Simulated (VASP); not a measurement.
A run of VASP 6.6.1 is set up as follows.

File INCAR:

```
ALGO = Normal ; EDIFF = 1E-7
EDIFFG = -0.02 ; ENCUT = 600
GGA = PE ; IBRION = 2
ISIF = 3 ; ISMEAR = -1
LASPH = T ; LCHARG = F
LREAL = F ; LWAVE = F
NELM = 100 ; NSW = 80
PREC = Accurate ; SIGMA = 0.02
```

Contents of KPOINTS:

```
k-points
0
Gamma
  12 12 12
```

POSCAR

```
Ba
1.0
   -2.5065000000      2.5065000000      2.5065000000
    2.5065000000     -2.5065000000      2.5065000000
    2.5065000000      2.5065000000     -2.5065000000
Ba
1
Direct
    0.0000000000      0.0000000000      0.0000000000
```

Potentials or basis: VASP PAW PBE potentials, release 64 (Ba_sv).

Run with:

```bash
$ cat potpaw_PBE.64/Ba_sv/POTCAR > POTCAR
$ mpirun -np 1 vasp_std > vasp.out
```

Question: Estimate the space group after relaxing (to 0.1 Å).

Answer: Im-3m (No. 229).

Question: Estimate the relaxed volume.

Answer: 63.67 Å³/atom.

Question: Estimate the band gap on the k mesh.

Answer: Zero (bands 5 and 6 overlap by 1.04 eV).

Question: Estimate the relaxed cell.

Answer: a = 4.357 Å, b = 4.357 Å, c = 4.357 Å, α = 109.47°, β = 109.47°, γ = 109.47°.

The path:
| step | energy change (eV) | largest force (eV/Å) | pressure (GPa) | volume (Å³) |
| --- | --- | --- | --- | --- |
| 1 | 0.0000 | 0.0000 | 0.10 | 62.99 |
| 2 | -0.0002 | 0.0000 | 0.05 | 63.34 |
| 3 | -0.0002 | 0.0000 | 0.01 | 63.67 |

Caveat: spin-orbit coupling is left out, which moves the levels of the heavy elements. Zero-point motion and thermal expansion aren't in these numbers.
